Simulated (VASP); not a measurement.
# Si2NF2 (I4/mmm) in VASP: further runs

Si2NF2 is run at these levels: PBE; tasks: single point, relaxation of cell and atoms.

Program: VASP 6.6.1. These are calculated values, not measurements. Logs are shortened: lines on timing, memory, paths and dates and some standing lists are left out, and cuts for length are marked.

**1. The cell of the first run**

The structure is tetragonal, space group I4/mmm (No. 139). The conventional cell has a = 3.620 Å, b = 3.620 Å, c = 9.107 Å, α = 90.00°, β = 90.00°, γ = 90.00°. Within 3.0 Å of Si (site symmetry -4m2) lie 4 F at 2.13 Å and 4 Si at 2.56 Å and 4 N at 2.91 Å. N (site symmetry 4/mmm) has 10 F at 2.81 to 3.39 Å and 8 Si at 2.91 Å and 4 N at 3.62 Å within 3.7 Å. Within 2.9 Å of F (site symmetry 4mm) lie 4 Si at 2.13 Å and 1 F at 2.32 Å and 4 N at 2.81 Å.

The cell was built from a structure type or drawn by symmetry, and may not be a known phase.

**2. Single point, PBE, collinear spin, ferromagnetic start**

INCAR

```
PREC     = Accurate       # precision mode
ENCUT    = 520            # plane-wave cutoff, eV
EDIFF    = 1E-7           # SCF threshold, eV
ISMEAR   = 0              # smearing method
SIGMA    = 0.1            # smearing width, eV
LREAL    = False          # projectors in reciprocal space
LASPH    = True           # aspherical terms in the spheres
NELM     = 150            # most SCF steps
ALGO     = Normal         # electronic algorithm
ISIF     = 2              # what is computed and relaxed
LWAVE    = False          # write WAVECAR
LCHARG   = False          # write CHGCAR
ISPIN    = 2              # spin polarisation
MAGMOM   = 0 0 1 1 1      # initial moments
LORBIT   = 11             # projections on sites
GGA      = PE             # functional
NBANDS   = 26             # bands
```

KPOINTS

```
regular mesh
0
Gamma
  6 6 6
```

POSCAR

```
Si2NF2
1.0
   -1.8101038000      1.8101038000      4.5537149900
    1.8101038000     -1.8101038000      4.5537149900
    1.8101038000      1.8101038000     -4.5537149900
Si N F
2 1 2
Direct
    0.2500000000      0.7500000000      0.5000000000
    0.7500000000      0.2500000000      0.5000000000
    0.0000000000      0.0000000000      0.0000000000
    0.6276139600      0.6276139600      0.0000000000
    0.3723860400      0.3723860400      0.0000000000
```

Potentials or basis: VASP PAW PBE potentials, release 64 (Si, N, F).

Run with:

```console
$ cat potpaw_PBE.64/Si/POTCAR potpaw_PBE.64/N/POTCAR potpaw_PBE.64/F/POTCAR > POTCAR
$ mpirun -np 1 vasp_std > vasp.out
```

OUTCAR:

```text
PREC = Accurate
   ENCUT = 520
   EDIFF = 1E-7
   ISMEAR = 0
   LREAL = False
   LASPH = True
   NELM = 150
   ISIF = 2
   ISPIN = 2
   LORBIT = 11
   GGA = PE

 ion  position               nearest neighbor table
   1  0.250  0.750  0.500-   4 2.13   5 2.13   5 2.13   4 2.13   2 2.56   2 2.56   2 2.56   2 2.56

   2  0.750  0.250  0.500-   4 2.13   5 2.13   5 2.13   4 2.13   1 2.56   1 2.56   1 2.56   1 2.56

   3  0.000  0.000  0.000-
   4  0.628  0.628  0.000-   1 2.13   2 2.13   1 2.13   2 2.13
   5  0.372  0.372  0.000-   1 2.13   2 2.13   1 2.13   2 2.13

  LATTYP: Found a body centered tetragonal cell.
 ALAT       =     3.6202076000
 C/A-ratio  =     2.5157203637

  Lattice vectors:

 A1 = (  -1.8101038000,   1.8101038000,   4.5537149900)
 A2 = (   1.8101038000,  -1.8101038000,   4.5537149900)
 A3 = (   1.8101038000,   1.8101038000,  -4.5537149900)

Analysis of symmetry for initial positions (statically):
=====================================================================
 Subroutine PRICEL returns:
 Original cell was already a primitive cell.

 Routine SETGRP: Setting up the symmetry group for a
 body centered tetragonal supercell.

 Subroutine GETGRP returns: Found 16 space group operations
 (whereof 16 operations were pure point group operations)
 out of a pool of 16 trial point group operations.

The static configuration has the point symmetry D_4h.

Analysis of symmetry for dynamics (positions and initial velocities):
=====================================================================
 Subroutine PRICEL returns:
 Original cell was already a primitive cell.

 Routine SETGRP: Setting up the symmetry group for a
 body centered tetragonal supercell.

 Subroutine GETGRP returns: Found 16 space group operations
 (whereof 16 operations were pure point group operations)
 out of a pool of 16 trial point group operations.

The dynamic configuration has the point symmetry D_4h.

Analysis of structural, dynamic, and magnetic symmetry:
=====================================================================
 Subroutine PRICEL returns:
 Original cell was already a primitive cell.

 Routine SETGRP: Setting up the symmetry group for a
 body centered tetragonal supercell.

 Subroutine GETGRP returns: Found 16 space group operations
 (whereof 16 operations were pure point group operations)
 out of a pool of 16 trial point group operations.

The overall configuration has the point symmetry D_4h.

 Subroutine INISYM returns: Found 16 space group operations
 (whereof 16 operations are pure point group operations),
 and found     1 'primitive' translations

----------------------------------------------------------------------------------------

                                     Primitive cell

  volume of cell :      59.6805

  direct lattice vectors                    reciprocal lattice vectors
    -1.810103800  1.810103800  4.553714990     0.000000000  0.276227253  0.109800460
     1.810103800 -1.810103800  4.553714990     0.276227253  0.000000000  0.109800460
     1.810103800  1.810103800 -4.553714990     0.276227253  0.276227253  0.000000000

  length of vectors
     5.223913451  5.223913451  5.223913451     0.297250124  0.297250124  0.390644327

  position of ions in fractional coordinates (direct lattice)
     0.250000000  0.750000000  0.500000000
     0.750000000  0.250000000  0.500000000
     0.000000000  0.000000000  0.000000000
     0.627613960  0.627613960  0.000000000
     0.372386040  0.372386040  0.000000000

  ion indices of the primitive-cell ions
   primitive index   ion index
                 1           1
                 2           2
                 3           3
                 4           4
                 5           5

----------------------------------------------------------------------------------------

 KPOINTS: regular mesh

Automatic generation of k-mesh.
 Grid dimensions read from file:
 generate k-points for:    6    6    6

 Generating k-lattice:

  Cartesian coordinates                     Fractional coordinates (reciprocal lattice)
[... 45 lines left out ...]
   LEPSILON=     F    determine dielectric tensor
   LRPA    =     F    only Hartree local field effects (RPA)
 spin polarized calculation
 Gauss-broadening in eV      SIGMA  =   0.10
  energy-cutoff  :      520.00
  volume of cell :       59.68
 maximum number of plane-waves:      1637
   NGX = 19   NGY = 19   NGZ = 19

 number of electron      27.0000005 magnetization       1.3646836

 Free energy of the ion-electron system (eV)
  ---------------------------------------------------
  ext. energy  EPLUGINS =         0.00000000
  ---------------------------------------------------
  free energy    TOTEN  =       -18.69484898 eV

  energy without entropy =      -18.68371238  energy(sigma->0) =      -18.68928068

 E-fermi :   5.8952     XC(G=0): -10.5693

 val. band max:        5.8915921896   @ k =  -0.3333   0.1667  -0.0000
 cond. band min:       5.9190326070   @ k =  -0.1667   0.1667   0.1667
 fundamental gap:      0.0274404173
 Fermi energy:         5.8951514897

 spin component 1

 k-point     1 :       0.0000    0.0000    0.0000
  band No.  band energies     occupation
      1     -19.7668      1.00000
      2     -19.1255      1.00000
      3      -7.7362      1.00000
      4      -4.8511      1.00000
      5      -2.1427      1.00000
      6      -2.1427      1.00000
[... 661 lines left out ...]
     24      18.3424      0.00000
     25      19.1987      0.00000

 [... further k-points ...]

 spin component 2

 k-point     1 :       0.0000    0.0000    0.0000
  band No.  band energies     occupation
      1     -19.7553      1.00000
      2     -19.1124      1.00000
      3      -6.0510      1.00000
      4      -4.5183      1.00000
      5      -2.1583      1.00000
      6      -2.1583      1.00000
[... 661 lines left out ...]
     24      18.4086      0.00000
     25      19.1983      0.00000

 [... further k-points ...]

 [bands above 25 left out]

------------------------ aborting loop because EDIFF is reached ----------------------------------------

  FORCE on cell =-STRESS in cart. coord.  units (eV):
  Direction    XX          YY          ZZ          XY          YZ          ZX
  --------------------------------------------------------------------------------------
  -------------------------------------------------------------------------------------
  Total       10.9497624     10.9497624      1.0120891      0.0000000     -0.0000000      0.0000000
  in kB      293.9561025    293.9561025     27.1704312      0.0000000     -0.0000000      0.0000000
  external PRESSURE =     205.0275454 kB  Pullay stress =       0.0000000 kB

 VOLUME and BASIS-vectors are now :
 -----------------------------------------------------------------------------
  energy-cutoff  :      520.00
  volume of cell :       59.68
      direct lattice vectors                 reciprocal lattice vectors
    -1.810103800  1.810103800  4.553714990     0.000000000  0.276227253  0.109800460
     1.810103800 -1.810103800  4.553714990     0.276227253  0.000000000  0.109800460
     1.810103800  1.810103800 -4.553714990     0.276227253  0.276227253  0.000000000

 POSITION                                       TOTAL-FORCE (eV/Angst)
 -----------------------------------------------------------------------------------
      1.81010      0.00000      2.27686        -0.000000     -0.000000      0.000000
      0.00000      1.81010      2.27686        -0.000000     -0.000000      0.000000
      0.00000      0.00000      0.00000        -0.000000     -0.000000      0.000000
      0.00000      0.00000      5.71595        -0.000000     -0.000000     -2.001722
      0.00000      0.00000      3.39148         0.000000      0.000000      2.001722
 -----------------------------------------------------------------------------------
    total drift:                               -0.000000      0.000000     -0.000000

  FREE ENERGIE OF THE ION-ELECTRON SYSTEM (eV)
  ---------------------------------------------------
  free  energy   TOTEN  =       -18.6948489833 eV

  energy  without entropy=      -18.6837123782  energy(sigma->0) =      -18.68928068

 total charge

# of ion       s       p       d       tot
------------------------------------------
    1        0.994   0.495   0.000   1.489
    2        0.994   0.495   0.000   1.489
    3        1.345   2.003   0.000   3.348
    4        1.775   4.311   0.000   6.086
    5        1.775   4.311   0.000   6.086
--------------------------------------------------
tot          6.884  11.616   0.000  18.500

 magnetization (x)

# of ion       s       p       d       tot
------------------------------------------
    1        0.016  -0.038   0.000  -0.022
    2        0.016  -0.038   0.000  -0.022
    3        0.023   1.000   0.000   1.023
    4       -0.002   0.011   0.000   0.009
    5       -0.002   0.011   0.000   0.009
--------------------------------------------------
tot          0.051   0.945   0.000   0.996
```

It took 83 s on 1 thread of Intel Xeon 6975P-C (Granite Rapids), shared host; peak memory 0.31 GiB.

Results:

* Free energy: -18.6948 eV
* Pressure: 20.5 GPa
* Largest force: 2.002 eV/Å
* Net moment: 1.36 μB per cell
* Site moments: Si -0.02; N +1.02; F +0.01 μB
* Valence electrons inside the program's atomic spheres: Si 1.49; N 3.35; F 6.09

Forces in eV/Å, atoms in the order of the input:
```
Si   0.000  0.000  0.000
Si   0.000  0.000  0.000
N    0.000  0.000  0.000
F    0.000  0.000 -2.002
F    0.000  0.000  2.002
```

Stress tensor (GPa, compression positive):
```
29.40  0.00  0.00
 0.00 29.40  0.00
 0.00  0.00  2.72
```

Levels at points of the mesh, in eV from the Fermi level:
Spin up:
| k point | band 10 | band 11 | band 12 | band 13 | band 14 | band 15 | band 16 | band 17 | band 18 | band 19 |
| --- | --- | --- | --- | --- | --- | --- | --- | --- | --- | --- |
| (0.00, 0.00, 0.00) | -4.40 | -3.76 | -1.57 | -1.57 | -1.51 | 1.11 | 1.11 | 2.99 | 3.31 | 7.06 |
| (0.50, 0.00, 0.00) | -4.16 | -2.69 | -2.42 | -1.84 | -0.79 | 1.90 | 1.90 | 2.43 | 3.55 | 5.15 |
| (0.50, 0.50, 0.00) | -3.02 | -2.05 | -1.96 | -1.58 | -1.45 | -1.36 | 1.03 | 3.97 | 4.91 | 8.80 |
| (0.50, 0.50, 0.50) | -4.11 | -1.75 | -1.49 | -1.49 | -0.35 | -0.18 | 1.13 | 1.13 | 4.31 | 7.16 |
Spin down:
| k point | band 11 | band 12 | band 13 | band 14 | band 15 | band 16 |
| --- | --- | --- | --- | --- | --- | --- |
| (0.00, 0.00, 0.00) | -3.34 | -1.62 | 0.80 | 0.80 | 1.04 | 1.04 |
| (0.50, 0.00, 0.00) | -2.73 | -1.60 | 0.19 | 0.78 | 1.81 | 1.83 |
| (0.50, 0.50, 0.00) | -1.65 | -1.49 | -1.35 | -0.16 | 0.30 | 1.67 |
| (0.50, 0.50, 0.50) | -1.84 | -0.09 | 0.50 | 0.50 | 0.68 | 1.58 |

Caveat: the cell stands under pressure; forces of over 1 eV/Å act on the atoms, so gaps and moduli don't describe the material at rest.

**3. Single point, PBE, collinear spin, ferromagnetic start**

This run uses another cell than the first one, of 12.64 Å³/atom.

INCAR

```
  PREC = Accurate
  ENCUT = 520
  EDIFF = 1E-6
  ISMEAR = 0
  SIGMA = 0.1
  LREAL = F
  LASPH = T
  NELM = 150
  ALGO = Normal
  ISIF = 2
  LWAVE = F
  LCHARG = F
  ISPIN = 2
  MAGMOM = 0 0 1 1 1
  LORBIT = 11
  GGA = PE
  NBANDS = 26
```

KPOINTS is that of step 2.

POSCAR

```
Si2NF2
1.0
   -2.0909882129      2.0909882129      3.6147680583
    2.0909882129     -2.0909882129      3.6147680583
    2.0909882129      2.0909882129     -3.6147680583
Si N F
2 1 2
Direct
    0.2500000000      0.7500000000      0.5000000000
    0.7500000000      0.2500000000      0.5000000000
    0.0000000000      0.0000000000      0.0000000000
    0.6533525994      0.6533525994      0.0000000000
    0.3466474006      0.3466474006      0.0000000000
```

Potentials or basis: VASP PAW PBE potentials, release 64 (Si, N, F).

Run with:

```console
$ cat potpaw_PBE.64/Si/POTCAR potpaw_PBE.64/N/POTCAR potpaw_PBE.64/F/POTCAR > POTCAR
$ mpirun -np 1 vasp_std > vasp.out
```

It took 41 s on 1 thread of Intel Xeon 6975P-C (Granite Rapids), shared host; peak memory 0.27 GiB.

The run converged. Its results:

```
Free energy                                           : -21.2657 eV
Pressure                                              : -0.1 GPa
Largest force                                         : 0.009 eV/Å
Net moment                                            : 0.42 μB per cell
Site moments                                          : Si +0.02; N +0.25; F +0.01 μB
Valence electrons inside the program's atomic spheres : Si 1.39; N 3.38; F 6.07
```

Forces in eV/Å, atoms in the order of the input:
```
Si   0.000  0.000  0.000
Si   0.000  0.000  0.000
N    0.000  0.000  0.000
F    0.000  0.000 -0.009
F    0.000  0.000  0.009
```

Stress tensor (GPa, compression positive):
```
 0.08  0.00  0.00
 0.00  0.08  0.00
 0.00  0.00 -0.32
```

Levels at points of the mesh, in eV from the Fermi level:
Spin up:
| k point | band 10 | band 11 | band 12 | band 13 | band 14 | band 15 | band 16 | band 17 | band 18 | band 19 |
| --- | --- | --- | --- | --- | --- | --- | --- | --- | --- | --- |
| (0.00, 0.00, 0.00) | -5.00 | -3.38 | -1.37 | -1.37 | -1.25 | 1.08 | 2.84 | 2.84 | 4.25 | 6.29 |
| (0.50, 0.00, 0.00) | -4.13 | -2.52 | -1.51 | -1.48 | 0.50 | 1.75 | 3.18 | 3.74 | 3.95 | 4.31 |
| (0.50, 0.50, 0.00) | -2.50 | -2.44 | -1.24 | -1.04 | 0.43 | 1.05 | 2.45 | 3.57 | 4.22 | 5.99 |
| (0.50, 0.50, 0.50) | -4.37 | -3.17 | -1.16 | -1.16 | 0.39 | 0.48 | 4.09 | 4.09 | 4.48 | 6.40 |
Spin down:
| k point | band 11 | band 12 | band 13 | band 14 | band 15 | band 16 |
| --- | --- | --- | --- | --- | --- | --- |
| (0.00, 0.00, 0.00) | -3.34 | -1.06 | -1.06 | -0.88 | 1.08 | 2.87 |
| (0.50, 0.00, 0.00) | -2.49 | -1.20 | -1.14 | 0.85 | 1.77 | 3.21 |
| (0.50, 0.50, 0.00) | -2.31 | -1.01 | -0.93 | 0.48 | 1.33 | 2.74 |
| (0.50, 0.50, 0.50) | -3.14 | -0.88 | -0.88 | 0.46 | 1.14 | 4.22 |

**4. Relaxation of cell and atoms, PBE, collinear spin, ferromagnetic start**

INCAR

```
SYSTEM = Si2NF2
PREC = Accurate ; ENCUT = 600
EDIFF = 1E-6 ; ISMEAR = 0
SIGMA = 0.1 ; LREAL = .False.
LASPH = .True. ; NELM = 150
ALGO = Normal ; ISIF = 3
LWAVE = .False. ; LCHARG = .False.
ISPIN = 2 ; MAGMOM = 0 0 1 1 1
LORBIT = 11 ; GGA = PE
IBRION = 2 ; NSW = 90
EDIFFG = -0.04
```

KPOINTS

```
regular mesh
0
Gamma
  6 6 6
  0 0 0
```

POSCAR

```
Si2NF2
1.0
   -1.8101038000      1.8101038000      4.5537149900
    1.8101038000     -1.8101038000      4.5537149900
    1.8101038000      1.8101038000     -4.5537149900
Si N F
2 1 2
Direct
    0.2500000000      0.7500000000      0.5000000000
    0.7500000000      0.2500000000      0.5000000000
    0.0000000000      0.0000000000      0.0000000000
    0.6276139600      0.6276139600      0.0000000000
    0.3723860400      0.3723860400      0.0000000000
```

Run with:

```console
$ cat potpaw_PBE.64/Si/POTCAR potpaw_PBE.64/N/POTCAR potpaw_PBE.64/F/POTCAR > POTCAR
$ mpirun -np 1 vasp_std > vasp.out
```

It took 14 min on 1 thread of Intel Xeon 6975P-C (Granite Rapids), shared host; peak memory 0.37 GiB.

Results (log left out):

| Item | Value |
| --- | --- |
| Free energy | -21.2520 eV |
| Relaxed volume | 12.55 Å³/atom |
| Relaxed cell | a = 4.661 Å, b = 4.661 Å, c = 4.661 Å, α = 126.87°, β = 126.87°, γ = 78.47° |
| Space group after relaxing (to 0.1 Å) | I4/mmm (No. 139) |
| Energy gained by relaxing | 510.1 meV/atom |
| Ionic steps | 18 |
| Pressure after relaxing | 0.2 GPa |
| Largest force after relaxing | 0.032 eV/Å |
| Net moment | 0.40 μB per cell |
| Site moments | Si +0.02; N +0.23; F +0.01 μB |
| Valence electrons inside the program's atomic spheres | Si 1.39; N 3.37; F 6.08 |

Forces on the atoms (eV/Å):
```
Si   0.000  0.000  0.000
Si   0.000  0.000  0.000
N    0.000  0.000  0.000
F    0.000  0.000 -0.032
F    0.000  0.000  0.032
```

Stress tensor (GPa, compression positive):
```
0.23 0.00 0.00
0.00 0.23 0.00
0.00 0.00 0.07
```

Step by step:
| step | energy change (eV) | largest force (eV/Å) | pressure (GPa) | volume (Å³) |
| --- | --- | --- | --- | --- |
| 1 | 0.0000 | 1.9975 | 20.42 | 59.68 |
| 2 | -0.9496 | 1.4426 | -3.13 | 73.61 |
| 3 | -0.9881 | 0.9291 | -0.33 | 70.83 |
| 4 | -0.9880 | 0.9745 | -0.62 | 71.06 |
| 5 | -1.1953 | 1.0668 | -2.02 | 71.55 |
| 6 | -1.8990 | 1.0822 | -6.35 | 72.51 |
| 7 | -1.8566 | 0.2847 | -10.36 | 71.84 |
| 8 | -2.1364 | 1.1667 | -9.19 | 72.68 |
| 9 | -2.2432 | 0.9242 | -8.54 | 71.49 |
| 10 | -2.3937 | 0.2365 | -5.55 | 68.17 |
| 11 | -2.3972 | 0.1327 | -4.73 | 67.60 |
| 12 | -2.4436 | 0.0344 | -4.06 | 66.82 |
| 13 | -2.5353 | 0.1938 | -1.81 | 64.46 |
| 14 | -2.5405 | 0.2718 | -0.08 | 63.29 |
| 15 | -2.5426 | 0.2431 | -0.76 | 63.72 |
| 16 | -2.5472 | 0.1728 | -0.44 | 63.37 |
| 17 | -2.5497 | 0.0539 | 0.52 | 62.42 |
| 18 | -2.5506 | 0.0318 | 0.18 | 62.75 |

Final structure:
```
CELL_PARAMETERS angstrom
-2.08455 2.08455 3.61029
2.08455 -2.08455 3.61029
2.08455 2.08455 -3.61029
ATOMIC_POSITIONS crystal
Si 0.25000 0.75000 0.50000
Si 0.75000 0.25000 0.50000
N 0.00000 0.00000 0.00000
F 0.65321 0.65321 0.00000
F 0.34679 0.34679 0.00000
```

Levels at points of the mesh, in eV from the Fermi level:
Spin up:
```
           k point  band 10  band 11  band 12  band 13  band 14  band 15  band 16  band 17  band 18  band 19
(0.00, 0.00, 0.00)    -5.00    -3.36    -1.38    -1.38    -1.28     1.07     2.84     2.84     4.27     6.27
(0.50, 0.00, 0.00)    -4.16    -2.52    -1.54    -1.50     0.53     1.75     3.18     3.77     3.98     4.34
(0.50, 0.50, 0.00)    -2.53    -2.45    -1.27    -1.03     0.44     1.07     2.46     3.57     4.25     6.03
(0.50, 0.50, 0.50)    -4.36    -3.20    -1.17    -1.17     0.40     0.50     4.11     4.11     4.49     6.43
```
Spin down:
| k point | band 11 | band 12 | band 13 | band 14 | band 15 | band 16 |
| --- | --- | --- | --- | --- | --- | --- |
| (0.00, 0.00, 0.00) | -3.31 | -1.09 | -1.09 | -0.93 | 1.08 | 2.88 |
| (0.50, 0.00, 0.00) | -2.49 | -1.23 | -1.18 | 0.86 | 1.78 | 3.21 |
| (0.50, 0.50, 0.00) | -2.34 | -1.00 | -0.97 | 0.48 | 1.34 | 2.75 |
| (0.50, 0.50, 0.50) | -3.17 | -0.91 | -0.91 | 0.46 | 1.12 | 4.23 |

**5. The runs side by side**

```tsv
task	cell	cutoff (eV)	gap on the mesh (eV)	pressure (GPa)	moment (μB)	largest force (eV/Å)
single point	a = 5.224 Å, angles 139.5, 139.5, 58.7°, 5 atoms, atomic positions A	520	none	20.5	1.36	2.00
single point	a = 4.670 Å, angles 126.8, 126.8, 78.6°, 5 atoms, atomic positions B	520	none	-0.1	0.42	0.01
relaxation of cell and atoms	relaxed from a = 5.224 Å, angles 139.5, 139.5, 58.7°, 5 atoms, atomic positions A	600	none	0.2	0.40	0.03
```

Alike in all rows: level PBE; potentials or basis VASP PAW PBE potentials, release 64 (Si, N, F); spin collinear, ferromagnetic start; k mesh 6 × 6 × 6; smearing gaussian 0.1 eV.

Caveats: the cell stands under pressure (at least some runs); forces of over 1 eV/Å act on the atoms, so gaps and moduli don't describe the material at rest (at least some runs).

Absolute energies hang on the potentials; compare differences alone.
